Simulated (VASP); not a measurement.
# Al (P3m1) in VASP: single point with r2SCAN

Aim: the single point of Al with r2SCAN.

Program: VASP 6.6.1. These are calculated values, not measurements. Logs are shortened: lines on timing, memory, paths and dates and some standing lists are left out, and cuts for length are marked.

## Step 1: The cell of the first run

It takes space group P3m1 (No. 156, trigonal). The conventional cell has a = 2.822 Å, b = 2.822 Å, c = 9.262 Å, α = 90.00°, β = 90.00°, γ = 120.00°. Within 3.5 Å of Al (site symmetry 3m) lie 12 Al at 2.67 to 3.00 Å. Within 3.7 Å of Al (site symmetry 3m) lie 12 Al at 2.82 to 3.00 Å. Within 3.7 Å of Al (site symmetry 3m) lie 12 Al at 2.82 to 2.83 Å. Al (site symmetry 3m) has 12 Al at 2.67 to 2.83 Å within 3.5 Å.

## Step 2: Single point, r2SCAN (atom 1 (Al) moved -0.200 Å along Cartesian [0 0 1])

Contents of POSCAR:

```
Al
1.0
    2.8221979695      0.0000000000      0.0000000000
   -1.4110989848      2.4440951361      0.0000000000
    0.0000000000      0.0000000000      9.2620593401
Al
4
Direct
    0.0000000000      0.0000000000     -0.0215934699
    0.3333333333      0.6666666667      0.2500000000
    0.0000000000      0.0000000000      0.5000000000
    0.6666666667      0.3333333333      0.7500000000
```

Contents of INCAR.step1:

```
ALGO = Normal
EDIFF = 1E-4
ENCUT = 520
GGA = PE
ISMEAR = 0
LASPH = T
LCHARG = F
LREAL = F
LWAVE = T
NBANDS = 14
NELM = 80
PREC = Accurate
SIGMA = 0.15
```

Contents of INCAR.step2:

```
ALGO = Normal
EDIFF = 1E-6
ENCUT = 520
ISIF = 2
ISMEAR = 0
ISTART = 1
LASPH = T
LCHARG = F
LMIXTAU = T
LREAL = F
LWAVE = F
METAGGA = R2SCAN
NBANDS = 14
NELM = 80
PREC = Accurate
SIGMA = 0.15
```

Contents of KPOINTS:

```
k-points
0
Gamma
  18 18 6
```

Potentials or basis: VASP PAW PBE potentials, release 64 (Al).

Started as:

```
cat potpaw_PBE.64/Al/POTCAR > POTCAR
cp INCAR.step1 INCAR
mpirun -np 1 vasp_std > vasp.out
cp INCAR.step2 INCAR
mpirun -np 1 vasp_std > vasp.out
```

OUTCAR:

```text
EDIFF = 1E-6
   ENCUT = 520
   ISIF = 2
   ISMEAR = 0
   ISTART = 1
   LASPH = T
   LREAL = F
   METAGGA = R2SCAN
   NELM = 80
   PREC = Accurate

 ion  position               nearest neighbor table
   1  0.000  0.000  0.978-   4 2.67   4 2.67   4 2.67   2 3.00   2 3.00   2 3.00
   2  0.333  0.667  0.250-   3 2.83   3 2.83   3 2.83   1 3.00   1 3.00   1 3.00
   3  0.000  0.000  0.500-   2 2.83   4 2.83   4 2.83   2 2.83   4 2.83   2 2.83
   4  0.667  0.333  0.750-   1 2.67   1 2.67   1 2.67   3 2.83   3 2.83   3 2.83

  LATTYP: Found a hexagonal cell.
 ALAT       =     2.8221979695
 C/A-ratio  =     3.2818602523

  Lattice vectors:

 A1 = (   2.8221979695,   0.0000000000,   0.0000000000)
 A2 = (  -1.4110989848,   2.4440951361,   0.0000000000)
 A3 = (   0.0000000000,   0.0000000000,   9.2620593401)

Analysis of symmetry for initial positions (statically):
=====================================================================
 Subroutine PRICEL returns:
 Original cell was already a primitive cell.

 Routine SETGRP: Setting up the symmetry group for a
 hexagonal supercell.

 Subroutine GETGRP returns: Found  6 space group operations
 (whereof  6 operations were pure point group operations)
 out of a pool of 24 trial point group operations.

The static configuration has the point symmetry C_3v.

Analysis of symmetry for dynamics (positions and initial velocities):
=====================================================================
 Subroutine PRICEL returns:
 Original cell was already a primitive cell.

 Routine SETGRP: Setting up the symmetry group for a
 hexagonal supercell.

 Subroutine GETGRP returns: Found  6 space group operations
 (whereof  6 operations were pure point group operations)
 out of a pool of 24 trial point group operations.

The dynamic configuration has the point symmetry C_3v.

 Subroutine INISYM returns: Found  6 space group operations
 (whereof  6 operations are pure point group operations),
 and found     1 'primitive' translations

----------------------------------------------------------------------------------------

                                     Primitive cell

  volume of cell :      63.8871

  direct lattice vectors                    reciprocal lattice vectors
     2.822197969  0.000000000  0.000000000     0.354333754  0.204574688  0.000000000
    -1.411098985  2.444095136  0.000000000     0.000000000  0.409149376  0.000000000
[... 103 lines left out ...]
   EFERMI =   0.00;   METHOD = LEGACY
   ISMEAR =     0;   SIGMA  =   0.15  broadening in eV -4-tet -1-fermi 0-gaus
   EFERMI_NEDOS =   21; number of points for ismear=-14 and -15
   IALGO  =     38    algorithm
   IMIX   =      4    mixing-type and parameters
     AMIX     =   0.40;   BMIX     =  1.00
     AMIX_MAG =   1.60;   BMIX_MAG =  1.00
  volume/ion in A,a.u.               =      15.97       107.78
  Fermi-wavevector in a.u.,A,eV,Ry     =   0.937557  1.771725 11.959692  0.879013
  Thomas-Fermi vector in A             =   2.064680
   LORBIT       =      0    0 simple, 1 ext, 2 COOP (PROOUT), +10 PAW based schemes
   METAGGA = R2SCAN    functional components
   LHFCALC =     F    Hartree Fock is set to
   AEXX    =    0.0000 exact exchange contribution
   IVDW    =     0    specifies the selected vdW correction
   LEPSILON=     F    determine dielectric tensor
   LRPA    =     F    only Hartree local field effects (RPA)
 non-spin polarized calculation
 Gauss-broadening in eV      SIGMA  =   0.15
  energy-cutoff  :      520.00
  volume of cell :       63.89
 maximum number of plane-waves:      1736
 NGX is ok and might be reduce to    24
   NGX = 11   NGY = 11   NGZ = 35

 number of electron      12.0000000 magnetization

 Free energy of the ion-electron system (eV)
  ---------------------------------------------------
  ext. energy  EPLUGINS =         0.00000000
  ---------------------------------------------------
  free energy    TOTEN  =       -26.78281295 eV

  energy without entropy =      -26.76639450  energy(sigma->0) =      -26.77460373

 E-fermi :   8.3411     XC(G=0): -11.0250

 val. band max:        8.3298706775   @ k =   0.3333   0.3333   0.5000
 cond. band min:       8.3439531731   @ k =   0.2222   0.2222   0.0000
 fundamental gap:      0.0140824957
 Fermi energy:         8.3411045925

 k-point     1 :       0.0000    0.0000    0.0000
  band No.  band energies     occupation
      1      -3.7895      2.00000
      2      -2.1543      2.00000
      3      -1.6173      2.00000
      4       3.2322      2.00000
      5       3.7048      2.00000
      6      11.8768      0.00000
      7      12.1125      0.00000
      8      19.9149      0.00000
      9      19.9149      0.00000
     10      20.1086      0.00000
     11      20.1086      0.00000
     12      21.1147      0.00000
     13      21.1168      0.00000
     14      21.1675      0.00000
[... 377 lines left out ...]
      1       1.5382      2.00000
      2       3.0788      2.00000
      3       3.5970      2.00000
      4       4.3107      2.00000
      5       5.9461      2.00000
      6       6.4828      2.00000
      7       8.3517      0.92035
      8       8.9422      0.00000
      9      10.7934      0.00000
     10      11.0679      0.00000
     11      12.3539      0.00000
     12      12.8955      0.00000
     13      13.6005      0.00000
     14      16.8848      0.00000

 [... further k-points ...]

------------------------ aborting loop because EDIFF is reached ----------------------------------------

  FORCE on cell =-STRESS in cart. coord.  units (eV):
  Direction    XX          YY          ZZ          XY          YZ          ZX
  --------------------------------------------------------------------------------------
  -------------------------------------------------------------------------------------
  Total        0.1278985      0.1278985      0.4999679     -0.0000000      0.0000000      0.0000000
  in kB        3.2074713      3.2074713     12.5383257     -0.0000000      0.0000000      0.0000000
  external PRESSURE =       6.3177561 kB  Pullay stress =       0.0000000 kB

 VOLUME and BASIS-vectors are now :
 -----------------------------------------------------------------------------
  energy-cutoff  :      520.00
  volume of cell :       63.89
      direct lattice vectors                 reciprocal lattice vectors
     2.822197969  0.000000000  0.000000000     0.354333754  0.204574688  0.000000000
    -1.411098985  2.444095136  0.000000000     0.000000000  0.409149376  0.000000000
     0.000000000  0.000000000  9.262059340     0.000000000  0.000000000  0.107967350

 POSITION                                       TOTAL-FORCE (eV/Angst)
 -----------------------------------------------------------------------------------
      0.00000      0.00000      9.06206         0.000000      0.000000      1.190430
     -0.00000      1.62940      2.31551        -0.000000      0.000000     -0.401627
      0.00000      0.00000      4.63103        -0.000000      0.000000     -0.004681
      1.41110      0.81470      6.94654        -0.000000     -0.000000     -0.784123
 -----------------------------------------------------------------------------------
    total drift:                                0.000000     -0.000000     -0.000100

  FREE ENERGIE OF THE ION-ELECTRON SYSTEM (eV)
  ---------------------------------------------------
  free  energy   TOTEN  =       -26.7828129536 eV

  energy  without entropy=      -26.7663945015  energy(sigma->0) =      -26.77460373
```

OUTCAR.step1:

```text
EDIFF = 1E-4
   ENCUT = 520
   GGA = PE
   ISMEAR = 0
[... 638 lines left out ...]
      0.00000      0.00000      9.06206         0.000000     -0.000000      1.150542
     -0.00000      1.62940      2.31551        -0.000000      0.000000     -0.396367
      0.00000      0.00000      4.63103        -0.000000      0.000000      0.003139
      1.41110      0.81470      6.94654        -0.000000      0.000000     -0.757314
 -----------------------------------------------------------------------------------
    total drift:                               -0.000000      0.000000      0.000021

  FREE ENERGIE OF THE ION-ELECTRON SYSTEM (eV)
  ---------------------------------------------------
  free  energy   TOTEN  =       -14.8092898445 eV

  energy  without entropy=      -14.7919220316  energy(sigma->0) =      -14.80060594
```

OSZICAR.step1:

```text
N       E                     dE             d eps       ncg     rms          rms(c)
DAV:   1     0.669044332824E+01    0.66904E+01   -0.41336E+03  5664   0.657E+02
DAV:   2    -0.142624368086E+02   -0.20953E+02   -0.19380E+02  7356   0.919E+01
DAV:   3    -0.149539759083E+02   -0.69154E+00   -0.68474E+00  7596   0.134E+01
DAV:   4    -0.149588786070E+02   -0.49027E-02   -0.49008E-02  6780   0.140E+00
DAV:   5    -0.149589369934E+02   -0.58386E-04   -0.58386E-04  7554   0.158E-01    0.281E+00
DAV:   6    -0.148538071402E+02    0.10513E+00   -0.23242E-01  6608   0.211E+00    0.165E+00
DAV:   7    -0.148231657087E+02    0.30641E-01   -0.48138E-02  6536   0.106E+00    0.817E-01
DAV:   8    -0.148099068542E+02    0.13259E-01   -0.12907E-02  7032   0.612E-01    0.182E-01
DAV:   9    -0.148093674497E+02    0.53940E-03   -0.12600E-03  6696   0.196E-01    0.128E-01
DAV:  10    -0.148092898445E+02    0.77605E-04   -0.10269E-04  4360   0.557E-02
   1 F= -.14809290E+02 E0= -.14800606E+02  d E =-.173678E-01
```

Wall time 7.5 min (1 thread of Intel Xeon 6975P-C, shared host); peak memory 0.28 GiB.

What came out:

```
Free energy            : -26.7828 eV
Pressure               : 0.6 GPa
Largest force          : 1.190 eV/Å
Band gap on the k mesh : zero (band 6 reaches 12.47 eV, above the bottom of band 7 at 6.87 eV)
```

Forces in eV/Å, atoms in the order of the input:
```
Al   0.000  0.000  1.190
Al   0.000  0.000 -0.402
Al   0.000  0.000 -0.005
Al   0.000  0.000 -0.784
```

Caveat: the cell differs from its parent crystal (atom 1 (Al) moved -0.200 Å along Cartesian [0 0 1]); the PAW data sets were made with another functional, which shifts forces and pressure a little.
